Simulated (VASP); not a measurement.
# CdS: relaxation of cell and atoms with PBE

Crystal: CdS.

```xyz
2
Lattice="0.0000 2.9100 2.9100 2.9100 0.0000 2.9100 2.9100 2.9100 0.0000" Properties=species:S:1:pos:R:3 pbc="T T T"
Cd    0.0000    0.0000    0.0000
S     4.3650    4.3650    4.3650
```

| Item | Value |
| --- | --- |
| Program | VASP 6.6.1 |
| Task | relaxation of cell and atoms |
| Functional | PBE |
| Potentials or basis | VASP PAW PBE potentials, release 64 (Cd, S) |
| Cutoff | 600 eV |
| k mesh | 8 × 8 × 8 |
| Occupations | gaussian, width 0.02 eV |
| Spin | no spin polarisation |
| Dipole correction | no |
| Further INCAR settings | ALGO = Normal; EDIFF = 1e-06; IBRION = 2; EDIFFG = -0.005; NSW = 100; ISIF = 3 |

```json
{"Relaxed volume": "26.14 Å³/atom", "Relaxed cell": "a = 4.197 Å, b = 4.197 Å, c = 4.197 Å, α = 60.00°, β = 60.00°, γ = 60.00°", "Space group after relaxing (to 0.05 Å)": "F-43m (No. 216)", "Energy gained by relaxing": "16.2 meV/atom", "Ionic steps": "5", "Pressure after relaxing": "0.0 GPa", "Band gap on the k mesh": "1.03 eV, direct"}
```

The path:
```
step  energy change (eV)  largest force (eV/Å)  pressure (GPa)  volume (Å³)
   1              0.0000                0.0000            3.64        49.28
   2             -0.0287                0.0000           -1.04        53.38
   3             -0.0323                0.0000            0.03        52.29
   4             -0.0323                0.0000           -0.06        52.35
   5             -0.0323                0.0000           -0.01        52.28
```

Final structure:
```
Cd S
1.0
     0.00000    2.96784    2.96784
     2.96784    0.00000    2.96784
     2.96784    2.96784    0.00000
Cd S
1 1
Direct
  0.00000 0.00000 0.00000
  0.75000 0.75000 0.75000
```

Levels at points of the mesh, in eV from the valence-band top:
| k point | band 6 | band 7 | band 8 | band 9 | band 10 | band 11 | band 12 | band 13 |
| --- | --- | --- | --- | --- | --- | --- | --- | --- |
| (0.00, 0.00, 0.00) | -7.14 | 0.00 | 0.00 | 0.00 | 1.03 | 6.55 | 6.55 | 6.55 |
| (0.50, 0.00, 0.00) | -6.81 | -4.09 | -0.68 | -0.68 | 2.93 | 7.00 | 7.00 | 7.32 |
| (0.50, 0.50, 0.00) | -6.75 | -3.73 | -1.70 | -1.70 | 3.64 | 4.28 | 9.02 | 10.47 |

Run time: 58 s on 1 thread of Intel(R) Xeon(R) Platinum 8488C (Sapphire Rapids), with other jobs on the host, peak memory 0.22 GiB.

Expect the measured gap to be larger: semilocal functionals such as PBE lack the derivative discontinuity. PBE usually gives volumes a little too large and moduli too small.
